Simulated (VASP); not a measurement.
# Ga (Cmce) in VASP: single point with LDA

Aim: the single point of Ga with LDA.

Program: VASP 6.6.1. These are calculated values, not measurements. Logs are shortened: lines on timing, memory, paths and dates and some standing lists are left out, and cuts for length are marked.

## (1) The cell of the first run

It takes space group Cmce (No. 64, orthorhombic). Conventional cell: a = 4.432 Å, b = 7.598 Å, c = 4.556 Å, α = 90.00°, β = 90.00°, γ = 90.00°. Within 3.3 Å of Ga (site symmetry m) lie 7 Ga at 2.49 to 2.75 Å.

## (2) Single point, LDA

The input, INCAR:

```
PREC = Accurate ; ENCUT = 520
EDIFF = 1E-6 ; ISMEAR = 0
SIGMA = 0.1 ; LREAL = False
LASPH = True ; NELM = 60
ALGO = Normal ; ISIF = 2
LWAVE = False ; LCHARG = False
GGA = CA ; NBANDS = 34
```

The input, KPOINTS:

```
regular mesh
0
Gamma
  6 6 4
```

The input, POSCAR:

```
Ga
1.0
    2.2160233300     -3.7989918400      0.0000000000
    2.2160233300      3.7989918400      0.0000000000
    0.0000000000      0.0000000000      4.5555035300
Ga
4
Direct
    0.6556957200      0.3443042800      0.4154013900
    0.8443042800      0.1556957200      0.9154013900
    0.3443042800      0.6556957200      0.5845986100
    0.1556957200      0.8443042800      0.0845986100
```

Potentials or basis: VASP PAW LDA potentials, release 64 (Ga_d).

Launch:

```console
$ cat potpaw_LDA.64/Ga_d/POTCAR > POTCAR
$ mpirun -np 1 vasp_std > vasp.out
```

OUTCAR:

```text
PREC = Accurate
   ENCUT = 520
   EDIFF = 1E-6
   ISMEAR = 0
   LREAL = False
   LASPH = True
   NELM = 60
   ISIF = 2
   GGA = CA

 ion  position               nearest neighbor table
   1  0.656  0.344  0.415-   3 2.49   4 2.68   4 2.68   2 2.69   2 2.69   3 2.75   3 2.75
   2  0.844  0.156  0.915-   4 2.49   3 2.68   3 2.68   1 2.69   1 2.69   4 2.75   4 2.75
   3  0.344  0.656  0.585-   1 2.49   2 2.68   2 2.68   4 2.69   4 2.69   1 2.75   1 2.75
   4  0.156  0.844  0.085-   2 2.49   1 2.68   1 2.68   3 2.69   3 2.69   2 2.75   2 2.75

  LATTYP: Found a base centered orthorhombic cell.
 ALAT       =     4.4320466600
 B/A-ratio  =     1.7143284498
 C/A-ratio  =     1.0278554987

  Lattice vectors:

 A1 = (   2.2160233300,  -3.7989918400,   0.0000000000)
 A2 = (   2.2160233300,   3.7989918400,   0.0000000000)
 A3 = (   0.0000000000,   0.0000000000,   4.5555035300)

Analysis of symmetry for initial positions (statically):
=====================================================================
 Subroutine PRICEL returns:
 Original cell was already a primitive cell.

 Routine SETGRP: Setting up the symmetry group for a
 base centered orthorhombic supercell.

 Subroutine GETGRP returns: Found  8 space group operations
 (whereof  4 operations were pure point group operations)
 out of a pool of  8 trial point group operations.

The static configuration has the point symmetry C_2h.
 The point group associated with its full space group is D_2h.

Analysis of symmetry for dynamics (positions and initial velocities):
=====================================================================
 Subroutine PRICEL returns:
 Original cell was already a primitive cell.

 Routine SETGRP: Setting up the symmetry group for a
 base centered orthorhombic supercell.

 Subroutine GETGRP returns: Found  8 space group operations
 (whereof  4 operations were pure point group operations)
 out of a pool of  8 trial point group operations.

The dynamic configuration has the point symmetry C_2h.
 The point group associated with its full space group is D_2h.

 Subroutine INISYM returns: Found  8 space group operations
 (whereof  4 operations are pure point group operations),
 and found     1 'primitive' translations

----------------------------------------------------------------------------------------

                                     Primitive cell

  volume of cell :      76.7024

  direct lattice vectors                    reciprocal lattice vectors
     2.216023330 -3.798991840  0.000000000     0.225629394 -0.131613865  0.000000000
     2.216023330  3.798991840  0.000000000     0.225629394  0.131613865  0.000000000
     0.000000000  0.000000000  4.555503530     0.000000000  0.000000000  0.219514702

  length of vectors
     4.398078944  4.398078944  4.555503530     0.261210323  0.261210323  0.219514702

  position of ions in fractional coordinates (direct lattice)
     0.655695720  0.344304280  0.415401390
     0.844304280  0.155695720  0.915401390
     0.344304280  0.655695720  0.584598610
     0.155695720  0.844304280  0.084598610

  ion indices of the primitive-cell ions
   primitive index   ion index
                 1           1
                 2           2
                 3           3
                 4           4

----------------------------------------------------------------------------------------

 KPOINTS: regular mesh

Automatic generation of k-mesh.
 Grid dimensions read from file:
 generate k-points for:    6    6    4

 Generating k-lattice:

  Cartesian coordinates                     Fractional coordinates (reciprocal lattice)
     0.037604899 -0.021935644  0.000000000     0.166666667  0.000000000  0.000000000
     0.037604899  0.021935644  0.000000000     0.000000000  0.166666667  0.000000000
     0.000000000  0.000000000  0.054878676     0.000000000  0.000000000  0.250000000

  Length of vectors
     0.043535054  0.043535054  0.054878676

  Shift w.r.t. Gamma in fractional coordinates (k-lattice)
     0.000000000  0.000000000  0.000000000

 Subroutine IBZKPT returns following result:
 ===========================================

 Found     39 irreducible k-points:

 Following reciprocal coordinates:
            Coordinates               Weight
  0.000000  0.000000  0.000000      1.000000
  0.166667  0.000000  0.000000      4.000000
  0.333333  0.000000  0.000000      4.000000
  0.500000  0.000000  0.000000      2.000000
  0.166667  0.166667  0.000000      2.000000
  0.333333  0.166667  0.000000      4.000000
[... 16 lines left out ...]
  0.333333  0.333333  0.250000      4.000000
  0.500000  0.333333  0.250000      8.000000
 [... further k-points ...]
   k-points           NKPTS =     39   k-points in BZ     NKDIM =     39   number of bands    NBANDS=     34
   number of dos      NEDOS =    301   number of ions     NIONS =      4
   total plane-waves  NPLWV =  46656
   dimension x,y,z NGX =    36 NGY =   36 NGZ =   36
   dimension x,y,z NGXF=    72 NGYF=   72 NGZF=   72
   ions per type =               4
   NGX,Y,Z   is equivalent  to a cutoff of  13.61, 13.61, 13.14 a.u.
   NGXF,Y,Z  is equivalent  to a cutoff of  27.22, 27.22, 26.28 a.u.
 SYSTEM =  unknown system
   PREC   = accura    normal or accurate (medium, high low for compatibility)
   ISTART =      0    job   : 0-new  1-cont  2-samecut
   ICHARG =      2    charge: 1-file 2-atom 10-const
   ISPIN  =      1    spin polarized calculation?
   LNONCOLLINEAR =      F non collinear calculations
   LSORBIT =      F    spin-orbit coupling
   LASPH  =      T    aspherical Exc in radial PAW
   ENCUT  =  520.0 eV  38.22 Ry    6.18 a.u.   8.18  8.18  8.47*2*pi/ulx,y,z
   NELM   =     60;   NELMIN=  2; NELMDL= -5     # of ELM steps
   EDIFF  = 0.1E-05   stopping-criterion for ELM
   LREAL  =      F    real-space projection
   EDIFFG = 0.1E-04   stopping-criterion for IOM
   NSW    =      0    number of steps for IOM
   IBRION =     -1    ionic relax: 0-MD 1-quasi-New 2-CG
   NFREE  =      0    steps in history (QN), initial steepest desc. (CG)
   ISIF   =      2    stress and relaxation
   ISYM   =      2    0-nonsym 1-usesym 2-fastsym
   POTIM  = 0.5000    time-step for ionic-motion
   TEBEG  =    0.0;   TEEND  =   0.0 temperature during run
   PSTRESS=    0.0 pullay stress
   NELECT =      52.0000    total number of electrons
   NUPDOWN=      -1.0000    fix difference up-down
   EMIN   =  10.00;   EMAX   =-10.00  energy-range for DOS
   EFERMI =   0.00;   METHOD = LEGACY
   ISMEAR =     0;   SIGMA  =   0.10  broadening in eV -4-tet -1-fermi 0-gaus
   EFERMI_NEDOS =   21; number of points for ismear=-14 and -15
   IALGO  =     38    algorithm
   IMIX   =      4    mixing-type and parameters
     AMIX     =   0.40;   BMIX     =  1.00
     AMIX_MAG =   1.60;   BMIX_MAG =  1.00
  volume/ion in A,a.u.               =      19.18       129.40
  Fermi-wavevector in a.u.,A,eV,Ry     =   1.438157  2.717722 28.140864  2.068295
  Thomas-Fermi vector in A             =   2.557155
   LORBIT       =      0    0 simple, 1 ext, 2 COOP (PROOUT), +10 PAW based schemes
   GGA     = CA    functional components
   LHFCALC =     F    Hartree Fock is set to
   AEXX    =    0.0000 exact exchange contribution
   IVDW    =     0    specifies the selected vdW correction
   LEPSILON=     F    determine dielectric tensor
   LRPA    =     F    only Hartree local field effects (RPA)
 non-spin polarized calculation
 Gauss-broadening in eV      SIGMA  =   0.10
  energy-cutoff  :      520.00
  volume of cell :       76.70
 maximum number of plane-waves:      2087
 NGX is ok and might be reduce to    36
   NGX = 17   NGY = 17   NGZ = 17

 number of electron      52.0000028 magnetization

 Free energy of the ion-electron system (eV)
  ---------------------------------------------------
  ext. energy  EPLUGINS =         0.00000000
  ---------------------------------------------------
  free energy    TOTEN  =       -14.46083647 eV

  energy without entropy =      -14.45759167  energy(sigma->0) =      -14.45921407

 E-fermi :   4.9636     XC(G=0): -11.0783

 val. band max:        4.9403826422   @ k =  -0.3333   0.1667   0.0000
 cond. band min:       4.9647136937   @ k =   0.0000   0.0000   0.5000
 fundamental gap:      0.0243310515
 Fermi energy:         4.9636125370

 k-point     1 :       0.0000    0.0000    0.0000
  band No.  band energies     occupation
      1     -10.3117      2.00000
      2     -10.2954      2.00000
      3     -10.2592      2.00000
      4     -10.2487      2.00000
      5     -10.2399      2.00000
      6     -10.2044      2.00000
[... 26 lines left out ...]
     33      11.6662      0.00000
     34      12.4180      0.00000

 k-point     2 :       0.1667    0.0000    0.0000
  band No.  band energies     occupation
      1     -10.3149      2.00000
      2     -10.2836      2.00000
      3     -10.2702      2.00000
      4     -10.2580      2.00000
      5     -10.2174      2.00000
      6     -10.1959      2.00000
[... 26 lines left out ...]
     33      11.4696      0.00000
     34      12.2323      0.00000

 k-point     3 :       0.3333    0.0000    0.0000
  band No.  band energies     occupation
      1     -10.3112      2.00000
      2     -10.2820      2.00000
      3     -10.2813      2.00000
      4     -10.2473      2.00000
      5     -10.2106      2.00000
      6     -10.2104      2.00000
[... 26 lines left out ...]
     33      10.8243      0.00000
     34      12.2818      0.00000

 k-point     4 :       0.5000    0.0000    0.0000
  band No.  band energies     occupation
      1     -10.3026      2.00000
      2     -10.3026      2.00000
      3     -10.2545      2.00000
      4     -10.2545      2.00000
      5     -10.2192      2.00000
      6     -10.2192      2.00000
[... 26 lines left out ...]
     33      12.5811      0.00000
     34      12.5811      0.00000

 k-point     5 :       0.1667    0.1667    0.0000
  band No.  band energies     occupation
      1     -10.3107      2.00000
      2     -10.2979      2.00000
      3     -10.2630      2.00000
      4     -10.2625      2.00000
      5     -10.2190      2.00000
      6     -10.1817      2.00000
[... 621 lines left out ...]
 k-point    22 :      -0.1667    0.1667    0.2500
  band No.  band energies     occupation
      1     -10.3021      2.00000
      2     -10.2916      2.00000
      3     -10.2804      2.00000
      4     -10.2610      2.00000
      5     -10.2267      2.00000
      6     -10.2151      2.00000
[... 26 lines left out ...]
     33      11.5529      0.00000
     34      12.0708      0.00000

 k-point    23 :       0.3333    0.3333    0.2500
  band No.  band energies     occupation
      1     -10.3544      2.00000
      2     -10.3022      2.00000
      3     -10.2860      2.00000
      4     -10.2353      2.00000
      5     -10.2186      2.00000
      6     -10.1865      2.00000
[... 26 lines left out ...]
     33      12.6613      0.00000
     34      12.9632      0.00000

 k-point    24 :       0.5000    0.3333    0.2500
  band No.  band energies     occupation
      1     -10.3506      2.00000
      2     -10.3026      2.00000
      3     -10.2765      2.00000
      4     -10.2500      2.00000
      5     -10.2317      2.00000
      6     -10.2127      2.00000
[... 26 lines left out ...]
     33      12.7713      0.00000
     34      13.7259      0.00000

 [... further k-points ...]
[... 5 lines left out ...]
  --------------------------------------------------------------------------------------
  -------------------------------------------------------------------------------------
  Total       -0.8829231     -1.2784340     -1.5746518      0.0000000      0.0000000      0.0000000
  in kB      -18.4426949    -26.7042150    -32.8916795      0.0000000      0.0000000      0.0000000
  external PRESSURE =     -26.0128631 kB  Pullay stress =       0.0000000 kB

 VOLUME and BASIS-vectors are now :
 -----------------------------------------------------------------------------
  energy-cutoff  :      520.00
  volume of cell :       76.70
      direct lattice vectors                 reciprocal lattice vectors
     2.216023330 -3.798991840  0.000000000     0.225629394 -0.131613865  0.000000000
     2.216023330  3.798991840  0.000000000     0.225629394  0.131613865  0.000000000
     0.000000000  0.000000000  4.555503530     0.000000000  0.000000000  0.219514702

 POSITION                                       TOTAL-FORCE (eV/Angst)
 -----------------------------------------------------------------------------------
      2.21602     -1.18297      1.89236         0.000000     -0.042182     -0.011206
      2.21602     -2.61602      4.17011         0.000000      0.042182     -0.011206
      2.21602      1.18297      2.66314         0.000000      0.042182      0.011206
      2.21602      2.61602      0.38539         0.000000     -0.042182      0.011206
 -----------------------------------------------------------------------------------
    total drift:                                0.000000     -0.000000      0.000000

  FREE ENERGIE OF THE ION-ELECTRON SYSTEM (eV)
  ---------------------------------------------------
  free  energy   TOTEN  =       -14.4608364737 eV

  energy  without entropy=      -14.4575916695  energy(sigma->0) =      -14.45921407
```

Run time: 77 s. Hardware: 1 thread of AMD EPYC 7R13 (Zen 3), shared host; peak memory 0.18 GiB.

What came out:

```
Free energy            : -14.4608 eV
Pressure               : -2.6 GPa
Largest force          : 0.044 eV/Å
Band gap on the k mesh : zero (band 26 reaches 5.21 eV, above the bottom of band 27 at 4.18 eV)
```

Forces in eV/Å, atoms in the order of the input:
```
Ga   0.000 -0.042 -0.011
Ga   0.000  0.042 -0.011
Ga   0.000  0.042  0.011
Ga   0.000 -0.042  0.011
```
